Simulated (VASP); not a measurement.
# Br (Fd-3m) in VASP: notebook

Runs on Br. Level: PBEsol. Tasks: single point.

All numbers are computed with VASP 6.6.1; they aren't measurements. Logs are shortened: lines on timing, memory, paths and dates and some standing lists are left out, and cuts for length are marked.

**1. The cell of the first run**

It takes space group Fd-3m (No. 227, cubic). Conventional cell: a = 5.049 Å, b = 5.049 Å, c = 5.049 Å, α = 90.00°, β = 90.00°, γ = 90.00°. Within 2.9 Å of Br (site symmetry -43m) lie 4 Br at 2.19 Å.

**2. Single point, PBEsol (volume scaled by 0.4)**

INCAR

```
PREC = Accurate ; ENCUT = 520
EDIFF = 1E-7 ; ISMEAR = -1
SIGMA = 0.1 ; LREAL = False
LASPH = True ; NELM = 60
ALGO = Normal ; ISIF = 2
LWAVE = False ; LCHARG = False
GGA = PS ; NBANDS = 14
```

KPOINTS

```
Automatic mesh
0
Gamma
  11 11 11
```

POSCAR

```
Br
1.0
    0.0000000000      2.5246134719      2.5246134719
    2.5246134719      0.0000000000      2.5246134719
    2.5246134719      2.5246134719      0.0000000000
Br
2
Direct
   -0.1250000000     -0.1250000000     -0.1250000000
    0.1250000000      0.1250000000      0.1250000000
```

Potentials or basis: VASP PAW PBE potentials, release 64 (Br).

Command:

```sh
cat potpaw_PBE.64/Br/POTCAR > POTCAR
mpirun -np 1 vasp_std > vasp.out
```

OUTCAR:

```text
PREC = Accurate
   ENCUT = 520
   EDIFF = 1E-7
   ISMEAR = -1
   LREAL = False
   LASPH = True
   NELM = 60
   ISIF = 2
   GGA = PS

 ion  position               nearest neighbor table
   1  0.875  0.875  0.875-   2 2.19   2 2.19   2 2.19   2 2.19
   2  0.125  0.125  0.125-   1 2.19   1 2.19   1 2.19   1 2.19

  LATTYP: Found a face centered cubic cell.
 ALAT       =     5.0492269438

  Lattice vectors:

 A1 = (   0.0000000000,   2.5246134719,   2.5246134719)
 A2 = (   2.5246134719,   0.0000000000,   2.5246134719)
 A3 = (   2.5246134719,   2.5246134719,   0.0000000000)

Analysis of symmetry for initial positions (statically):
=====================================================================
 Subroutine PRICEL returns:
 Original cell was already a primitive cell.

 Routine SETGRP: Setting up the symmetry group for a
 face centered cubic supercell.

 Subroutine GETGRP returns: Found 48 space group operations
 (whereof 12 operations were pure point group operations)
 out of a pool of 48 trial point group operations.

The static configuration has the point symmetry D_3d.
 The point group associated with its full space group is O_h .

Analysis of symmetry for dynamics (positions and initial velocities):
=====================================================================
 Subroutine PRICEL returns:
 Original cell was already a primitive cell.

 Routine SETGRP: Setting up the symmetry group for a
 face centered cubic supercell.

 Subroutine GETGRP returns: Found 48 space group operations
 (whereof 12 operations were pure point group operations)
 out of a pool of 48 trial point group operations.

The dynamic configuration has the point symmetry D_3d.
 The point group associated with its full space group is O_h .

 Subroutine INISYM returns: Found 48 space group operations
 (whereof 12 operations are pure point group operations),
 and found     1 'primitive' translations

----------------------------------------------------------------------------------------

                                     Primitive cell

  volume of cell :      32.1821

  direct lattice vectors                    reciprocal lattice vectors
     0.000000000  2.524613472  2.524613472    -0.198050120  0.198050120  0.198050120
     2.524613472  0.000000000  2.524613472     0.198050120 -0.198050120  0.198050120
     2.524613472  2.524613472  0.000000000     0.198050120  0.198050120 -0.198050120

  length of vectors
     3.570342612  3.570342612  3.570342612     0.343032870  0.343032870  0.343032870

  position of ions in fractional coordinates (direct lattice)
     0.875000000  0.875000000  0.875000000
     0.125000000  0.125000000  0.125000000

  ion indices of the primitive-cell ions
   primitive index   ion index
                 1           1
                 2           2

----------------------------------------------------------------------------------------

 KPOINTS: Automatic mesh

Automatic generation of k-mesh.
 Grid dimensions read from file:
 generate k-points for:   11   11   11

 Generating k-lattice:

  Cartesian coordinates                     Fractional coordinates (reciprocal lattice)
    -0.018004556  0.018004556  0.018004556     0.090909091  0.000000000  0.000000000
     0.018004556 -0.018004556  0.018004556     0.000000000  0.090909091  0.000000000
     0.018004556  0.018004556 -0.018004556     0.000000000  0.000000000  0.090909091

  Length of vectors
     0.031184806  0.031184806  0.031184806

  Shift w.r.t. Gamma in fractional coordinates (k-lattice)
     0.000000000  0.000000000  0.000000000

 Subroutine IBZKPT returns following result:
 ===========================================

 Found     56 irreducible k-points:

 Following reciprocal coordinates:
            Coordinates               Weight
  0.000000  0.000000  0.000000      1.000000
  0.090909  0.000000  0.000000      8.000000
  0.181818  0.000000  0.000000      8.000000
  0.272727  0.000000  0.000000      8.000000
  0.363636  0.000000  0.000000      8.000000
  0.454545  0.000000  0.000000      8.000000
[... 16 lines left out ...]
 -0.272727  0.181818  0.000000     24.000000
 -0.181818  0.181818  0.000000     12.000000
 [... further k-points ...]
   k-points           NKPTS =     56   k-points in BZ     NKDIM =     56   number of bands    NBANDS=     14
   number of dos      NEDOS =    301   number of ions     NIONS =      2
   total plane-waves  NPLWV =  21952
   dimension x,y,z NGX =    28 NGY =   28 NGZ =   28
   dimension x,y,z NGXF=    56 NGYF=   56 NGZF=   56
   ions per type =               2
   NGX,Y,Z   is equivalent  to a cutoff of  13.04, 13.04, 13.04 a.u.
   NGXF,Y,Z  is equivalent  to a cutoff of  26.08, 26.08, 26.08 a.u.
 SYSTEM =  unknown system
   PREC   = accura    normal or accurate (medium, high low for compatibility)
   ISTART =      0    job   : 0-new  1-cont  2-samecut
   ICHARG =      2    charge: 1-file 2-atom 10-const
   ISPIN  =      1    spin polarized calculation?
   LNONCOLLINEAR =      F non collinear calculations
   LSORBIT =      F    spin-orbit coupling
   LASPH  =      T    aspherical Exc in radial PAW
   ENCUT  =  520.0 eV  38.22 Ry    6.18 a.u.   6.64  6.64  6.64*2*pi/ulx,y,z
   NELM   =     60;   NELMIN=  2; NELMDL= -5     # of ELM steps
   EDIFF  = 0.1E-06   stopping-criterion for ELM
   LREAL  =      F    real-space projection
   EDIFFG = 0.1E-05   stopping-criterion for IOM
   NSW    =      0    number of steps for IOM
   IBRION =     -1    ionic relax: 0-MD 1-quasi-New 2-CG
   NFREE  =      0    steps in history (QN), initial steepest desc. (CG)
   ISIF   =      2    stress and relaxation
   ISYM   =      2    0-nonsym 1-usesym 2-fastsym
   POTIM  = 0.5000    time-step for ionic-motion
   TEBEG  =    0.0;   TEEND  =   0.0 temperature during run
   PSTRESS=    0.0 pullay stress
   NELECT =      14.0000    total number of electrons
   NUPDOWN=      -1.0000    fix difference up-down
   EMIN   =  10.00;   EMAX   =-10.00  energy-range for DOS
   EFERMI =   0.00;   METHOD = LEGACY
   ISMEAR =    -1;   SIGMA  =   0.10  broadening in eV -4-tet -1-fermi 0-gaus
   EFERMI_NEDOS =   21; number of points for ismear=-14 and -15
   IALGO  =     38    algorithm
   IMIX   =      4    mixing-type and parameters
     AMIX     =   0.40;   BMIX     =  1.00
     AMIX_MAG =   1.60;   BMIX_MAG =  1.00
  volume/ion in A,a.u.               =      16.09       108.59
  Fermi-wavevector in a.u.,A,eV,Ry     =   1.240450  2.344111 20.935507  1.538716
  Thomas-Fermi vector in A             =   2.374890
   LORBIT       =      0    0 simple, 1 ext, 2 COOP (PROOUT), +10 PAW based schemes
   GGA     = PS    functional components
   LHFCALC =     F    Hartree Fock is set to
   AEXX    =    0.0000 exact exchange contribution
   IVDW    =     0    specifies the selected vdW correction
   LEPSILON=     F    determine dielectric tensor
   LRPA    =     F    only Hartree local field effects (RPA)
 non-spin polarized calculation
  energy-cutoff  :      520.00
  volume of cell :       32.18
 maximum number of plane-waves:       893
   NGX = 13   NGY = 13   NGZ = 13

 number of electron      14.0000001 magnetization

 Free energy of the ion-electron system (eV)
  ---------------------------------------------------
  ext. energy  EPLUGINS =         0.00000000
  ---------------------------------------------------
  free energy    TOTEN  =         5.83859532 eV

  energy without entropy =        5.87617132  energy(sigma->0) =        5.85738332

 E-fermi :   9.8003     XC(G=0): -11.5232

 val. band max:        9.7391803442   @ k =  -0.2727   0.3636   0.0909
 cond. band min:       9.8395805233   @ k =  -0.3636   0.4545   0.1818
 fundamental gap:      0.1004001790
 Fermi energy:         9.8002949660

 k-point     1 :       0.0000    0.0000    0.0000
  band No.  band energies     occupation
      1     -14.1436      2.00000
      2      -1.2622      2.00000
      3       1.6376      2.00000
      4       1.6376      2.00000
      5       1.6376      2.00000
      6       6.0165      2.00000
      7       6.0165      2.00000
      8       6.0165      2.00000
      9      13.3562      0.00000
     10      16.0149      0.00000
     11      16.0149      0.00000
     12      19.3410      0.00000
     13      19.3410      0.00000
     14      19.3410      0.00000

 k-point     2 :       0.0909    0.0000    0.0000
  band No.  band energies     occupation
      1     -14.0344      2.00000
      2      -2.1239      2.00000
      3       1.4891      2.00000
      4       1.4891      2.00000
      5       2.1016      2.00000
      6       6.2452      2.00000
      7       6.2452      2.00000
      8       6.3050      2.00000
      9      13.8125      0.00000
     10      15.6304      0.00000
     11      15.6304      0.00000
     12      18.9308      0.00000
     13      20.1573      0.00000
     14      20.1573      0.00000

 k-point     3 :       0.1818    0.0000    0.0000
  band No.  band energies     occupation
      1     -13.7150      2.00000
      2      -3.7155      2.00000
      3       1.1494      2.00000
      4       1.1494      2.00000
      5       2.4598      2.00000
      6       6.7770      2.00000
      7       6.7770      2.00000
      8       7.3479      2.00000
      9      14.8415      0.00000
     10      15.1567      0.00000
     11      15.1567      0.00000
     12      18.4184      0.00000
     13      21.9392      0.00000
     14      21.9392      0.00000
[... 324 lines left out ...]
 k-point    23 :      -0.2727    0.1818    0.0000
  band No.  band energies     occupation
      1     -12.4533      2.00000
      2      -6.8035      2.00000
      3      -1.2401      2.00000
      4       0.4872      2.00000
      5       4.0862      2.00000
      6       8.0137      2.00000
      7       8.0474      2.00000
      8       9.6838      1.52444
      9      14.3600      0.00000
     10      15.8858      0.00000
     11      17.3484      0.00000
     12      20.0124      0.00000
     13      21.8519      0.00000
     14      23.9513      0.00000

 k-point    24 :      -0.1818    0.1818    0.0000
  band No.  band energies     occupation
      1     -13.0334      2.00000
      2      -5.6193      2.00000
      3      -0.6745      2.00000
      4       0.8776      2.00000
      5       3.8272      2.00000
      6       7.3347      2.00000
      7       7.4264      2.00000
      8       8.9804      1.99945
      9      14.0849      0.00000
     10      16.1502      0.00000
     11      16.2566      0.00000
     12      20.1331      0.00000
     13      22.1345      0.00000
     14      22.4644      0.00000

 [... further k-points ...]
[... 5 lines left out ...]
  --------------------------------------------------------------------------------------
  -------------------------------------------------------------------------------------
  Total       23.8956878     23.8956878     23.8956878      0.0000000     -0.0000000      0.0000000
  in kB     1189.6396667   1189.6396667   1189.6396667      0.0000000     -0.0000000      0.0000000
  external PRESSURE =    1189.6396667 kB  Pullay stress =       0.0000000 kB

 VOLUME and BASIS-vectors are now :
 -----------------------------------------------------------------------------
  energy-cutoff  :      520.00
  volume of cell :       32.18
      direct lattice vectors                 reciprocal lattice vectors
     0.000000000  2.524613472  2.524613472    -0.198050120  0.198050120  0.198050120
     2.524613472  0.000000000  2.524613472     0.198050120 -0.198050120  0.198050120
     2.524613472  2.524613472  0.000000000     0.198050120  0.198050120 -0.198050120

 POSITION                                       TOTAL-FORCE (eV/Angst)
 -----------------------------------------------------------------------------------
      4.41807      4.41807      4.41807         0.000000      0.000000      0.000000
      0.63115      0.63115      0.63115        -0.000000     -0.000000     -0.000000
 -----------------------------------------------------------------------------------
    total drift:                                0.000000     -0.000000     -0.000000

  FREE ENERGIE OF THE ION-ELECTRON SYSTEM (eV)
  ---------------------------------------------------
  free  energy   TOTEN  =         5.8385953170 eV

  energy  without entropy=        5.8761713246  energy(sigma->0) =        5.85738332
```

Run time: 16 s. Hardware: 1 thread of AMD EPYC 9R45 (Zen 5), shared host; peak memory 0.13 GiB.

Results:

| Quantity | Value |
| --- | --- |
| Free energy | 5.8386 eV |
| Pressure | 119.0 GPa |
| Band gap on the k mesh | zero (band 7 reaches 12.50 eV, above the bottom of band 8 at 6.02 eV) |

Levels at points of the mesh, in eV from the Fermi level:
| k point | band 4 | band 5 | band 6 | band 7 | band 8 | band 9 | band 10 | band 11 |
| --- | --- | --- | --- | --- | --- | --- | --- | --- |
| (0.00, 0.00, 0.00) | -8.16 | -8.16 | -3.78 | -3.78 | -3.78 | 3.56 | 6.21 | 6.21 |

Caveat: the PAW data sets were made with another functional, which shifts forces and pressure a little.

**3. Single point, PBEsol (volume scaled by 0.5)**

INCAR

```
SYSTEM = Br
PREC = Accurate
ENCUT = 520
EDIFF = 1E-6
ISMEAR = -1
SIGMA = 0.1
LREAL = .FALSE.
LASPH = .TRUE.
NELM = 60
ALGO = Normal
ISIF = 2
LWAVE = .FALSE.
LCHARG = .TRUE.
GGA = PS
LELF = .TRUE.
LVHAR = .TRUE.
NBANDS = 14
```

KPOINTS

```
regular mesh
0
G
  11 11 11
  0 0 0
```

POSCAR

```
Br
1.0
    0.0000000000      2.7195574214      2.7195574214
    2.7195574214      0.0000000000      2.7195574214
    2.7195574214      2.7195574214      0.0000000000
Br
2
Direct
   -0.1250000000     -0.1250000000     -0.1250000000
    0.1250000000      0.1250000000      0.1250000000
```

Potentials or basis: VASP PAW PBE potentials, release 64 (Br).

Command:

```sh
cat potpaw_PBE.64/Br/POTCAR > POTCAR
mpirun -np 1 vasp_std > vasp.out
```

Wall time 16 s (1 thread of AMD EPYC 9R45 (Zen 5), shared host); peak memory 0.14 GiB.

Results (log left out):

- Free energy: 1.5981 eV
- Pressure: 58.3 GPa
- Band gap on the k mesh: zero (band 7 reaches 8.30 eV, above the bottom of band 8 at 3.62 eV)

Levels at points of the mesh, in eV from the Fermi level:
| k point | band 4 | band 5 | band 6 | band 7 | band 8 | band 9 | band 10 | band 11 |
| --- | --- | --- | --- | --- | --- | --- | --- | --- |
| (0.00, 0.00, 0.00) | -6.80 | -6.80 | -3.03 | -3.03 | -3.03 | 3.71 | 6.82 | 6.82 |

Caveat: the PAW data sets were made with another functional, which shifts forces and pressure a little.
